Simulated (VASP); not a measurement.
A run of VASP 6.6.1 is set up as follows.

INCAR

```
PREC = Accurate
ENCUT = 520
EDIFF = 1E-6
ISMEAR = 0
SIGMA = 0.05
LREAL = F
LASPH = T
NELM = 80
ALGO = Normal
ISIF = 2
LWAVE = F
LCHARG = F
GGA = PE
NBANDS = 46
```

Contents of KPOINTS:

```
regular mesh
0
Gamma
  9 9 4
```

POSCAR

```
ZnS
1.0
    4.0752590210      0.0000000000      0.0000000000
   -2.0376295105      3.5292778392      0.0000000000
    0.0000000000      0.0000000000     11.8141759019
Zn S
4 4
Direct
    0.0000000000      0.0000000000      0.0000492057
    0.0000000000      0.0000000000      0.5000492057
    0.3333333333      0.6666666667      0.2500242903
    0.6666666667      0.3333333333      0.7500242903
    0.0000000000      0.0000000000      0.1872905901
    0.0000000000      0.0000000000      0.6872905901
    0.3333333333      0.6666666667      0.4376359138
    0.6666666667      0.3333333333      0.9376359138
```

Potentials or basis: VASP PAW PBE potentials, release 64 (Zn, S).

Run with:

```console
$ cat potpaw_PBE.64/Zn/POTCAR potpaw_PBE.64/S/POTCAR > POTCAR
$ mpirun -np 1 vasp_std > vasp.out
```

Problem. Predict the largest force.

Solution. 0.907 eV/Å.

Problem. Estimate the pressure.

Solution. -1.4 GPa.

Problem. Predict the band gap on the k mesh.

Solution. 1.72 eV.

Stress tensor (GPa, compression positive):
```
-6.48  0.00  0.00
 0.00 -6.48  0.00
 0.00  0.00  8.87
```

Caveat: an odd mesh through Γ misses points on the zone boundary, where band edges can lie. As with any semilocal functional, this PBE gap is likely too small.
